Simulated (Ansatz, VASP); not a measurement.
## One calculation of C, two programs

```
C
1.0
     0.00000    1.42317   -3.36139
    -2.46500    0.00000    0.00000
     3.08125   10.96256    1.11326
C
10
Direct
  0.96815 0.61128 0.80902
  0.72082 0.67776 0.06221
  0.78265 0.41114 0.24891
  0.84449 0.14452 0.43561
  0.90632 0.87790 0.62232
  0.74102 0.25562 0.12450
  0.80285 0.98900 0.31120
  0.86469 0.72238 0.49790
  0.92652 0.45576 0.68461
  0.98836 0.18914 0.87131
```

Alike in both runs: task single point; functional PBE; dispersion D3(BJ); k mesh 7 × 11 × 3; occupations gaussian, width 0.05 eV; no spin polarisation.

```csv
,VASP,Ansatz
version,VASP 6.6.1,Ansatz 0.2.0
potentials or method,"VASP PAW PBE potentials, release 64 (C), cutoff 520 eV","scalar-relativistic, plane waves, PAW"
valence electrons in the cell,40,40
```

```tsv
	VASP	Ansatz	Ansatz less VASP
gap on the k mesh at the Fermi level (eV)	0.08	0.08	0.000
least direct gap on the mesh (eV)	0.21	0.21	+0.001
pressure (GPa)	-4.2	-4.5	-0.39
traceless stress, the component that is largest in VASP (GPa)	8.83	8.83	-0.001
rms of the force components (eV/Å)	1.089	1.086	-0.0029
```

Atom by atom the forces differ by 0.011 eV/Å (rms over components).
